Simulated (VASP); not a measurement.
A run of VASP 6.6.1 is set up as follows.

The input INCAR:

```
PREC = Accurate
ENCUT = 600
EDIFF = 1E-6
ISMEAR = -1
SIGMA = 0.05
LREAL = F
LASPH = T
NELM = 100
ALGO = Normal
ISIF = 3
LWAVE = F
LCHARG = F
GGA = RE
IVDW = 13
IBRION = 2
NSW = 60
EDIFFG = -0.01
```

Contents of KPOINTS:

```
regular mesh
0
Gamma
  7 7 7
```

The input POSCAR:

```
TiSi2
1.0
    0.0000000000      4.1175163063      4.2628978354
    2.3895119538      0.0000000000      4.2628978354
    2.3895119538      4.1175163063      0.0000000000
Ti Si
2 4
Direct
    0.7500000000      0.7500000000      0.7500000000
    0.5000000000      0.5000000000      0.5000000000
    0.4125656100      0.0874343900      0.4125656100
    0.0874343900      0.4125656100      0.0874343900
    0.1625656100      0.8374343900      0.1625656100
    0.8374343900      0.1625656100      0.8374343900
```

Potentials or basis: VASP PAW PBE potentials, release 64 (Ti_sv, Si).

The run is started by

```sh
$ cat potpaw_PBE.64/Ti_sv/POTCAR potpaw_PBE.64/Si/POTCAR > POTCAR
$ mpirun -np 1 vasp_std > vasp.out
```

(1) Predict the space group after relaxing (to 0.1 Å).

(2) What does it give for the band gap on the k mesh?

(3) Predict the dispersion energy per atom.

(4) Predict the relaxed cell.

Results:

(1) Fddd (No. 70).

(2) zero (bands 20 and 21 overlap by 1.85 eV).

(3) -0.707 eV.

(4) a = 5.869 Å, b = 4.858 Å, c = 4.694 Å, α = 75.80°, β = 53.37°, γ = 50.83°.
